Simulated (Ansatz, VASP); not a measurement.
## Two plane-wave programs on CaScC6N6

File INCAR:

```
SYSTEM = CaScC6N6
PREC = Accurate
ENCUT = 520
EDIFF = 1E-6
ISMEAR = 0
SIGMA = 0.1
LREAL = .FALSE.
LASPH = .TRUE.
NELM = 100
ALGO = Normal
ISIF = 2
LWAVE = .FALSE.
LCHARG = .FALSE.
GGA = PE
NBANDS = 50
```

KPOINTS

```
Automatic mesh
0
G
  4 4 4
  0 0 0
```

Contents of POSCAR:

```
CaScC6N6
1.0
    0.0000000000      5.3960000000      5.3960000000
    5.3960000000      0.0000000000      5.3960000000
    5.3960000000      5.3960000000      0.0000000000
Ca Sc C N
1 1 6 6
Direct
    0.0000000000      0.0000000000      0.0000000000
    0.5000000000      0.5000000000      0.5000000000
    0.8048554500      0.1951445500      0.1951445500
    0.1951445500      0.8048554500      0.1951445500
    0.1951445500      0.1951445500      0.8048554500
    0.1951445500      0.8048554500      0.8048554500
    0.8048554500      0.1951445500      0.8048554500
    0.8048554500      0.8048554500      0.1951445500
    0.6964418100      0.3035581900      0.3035581900
    0.3035581900      0.6964418100      0.3035581900
    0.3035581900      0.3035581900      0.6964418100
    0.3035581900      0.6964418100      0.6964418100
    0.6964418100      0.3035581900      0.6964418100
    0.6964418100      0.6964418100      0.3035581900
```

Input for Ansatz:

```yaml
crystal:
  lattice:
    - [0.0, 5.396, 5.396]
    - [5.396, 0.0, 5.396]
    - [5.396, 5.396, 0.0]
  atoms:
    - { symbol: Ca, position: [0.0, 0.0, 0.0] }
    - { symbol: Sc, position: [0.5, 0.5, 0.5] }
    - { symbol: C, position: [0.80485545, 0.19514455, 0.19514455] }
    - { symbol: C, position: [0.19514455, 0.80485545, 0.19514455] }
    - { symbol: C, position: [0.19514455, 0.19514455, 0.80485545] }
    - { symbol: C, position: [0.19514455, 0.80485545, 0.80485545] }
    - { symbol: C, position: [0.80485545, 0.19514455, 0.80485545] }
    - { symbol: C, position: [0.80485545, 0.80485545, 0.19514455] }
    - { symbol: "N", position: [0.69644181, 0.30355819, 0.30355819] }
    - { symbol: "N", position: [0.30355819, 0.69644181, 0.30355819] }
    - { symbol: "N", position: [0.30355819, 0.30355819, 0.69644181] }
    - { symbol: "N", position: [0.30355819, 0.69644181, 0.69644181] }
    - { symbol: "N", position: [0.69644181, 0.30355819, 0.69644181] }
    - { symbol: "N", position: [0.69644181, 0.69644181, 0.30355819] }
basis:
  ecutwfc: 420
kpoints:
  mp_grid: { grid: [4, 4, 4] }
hamiltonian:
  xc: pbe
scf:
  occupations: { method: gaussian, width: 0.1 }
  lower_state_search: "off"
output:
  forces: true
  stress: true
  eigenvalues: true
```

Alike in both runs: task single point; functional PBE; k mesh 4 × 4 × 4; occupations gaussian, width 0.1 eV; no spin polarisation.

|  | VASP | Ansatz |
| --- | --- | --- |
| version | VASP 6.6.1 | Ansatz 0.2.0 |
| potentials or method | VASP PAW PBE potentials, release 64 (Ca_sv, Sc_sv, C, N), cutoff 520 eV | scalar-relativistic, plane waves, PAW |
| valence electrons in the cell | 75 | 75 |

```csv
,VASP,Ansatz,Ansatz less VASP
gap on the k mesh at the Fermi level (eV),none,none,-
pressure (GPa),12.1,11.6,-0.54
rms of the force components (eV/Å),1.360,1.507,+0.1470
```

Atom by atom the forces differ by 0.186 eV/Å (rms over components). A gap of «none» marks a metal or a gap that the smearing closes. The functional is the same, so the differences come from potentials, cutoffs and numerics.

Noted on VASP's run: the standard files for N, O and F lose accuracy on very short bonds.
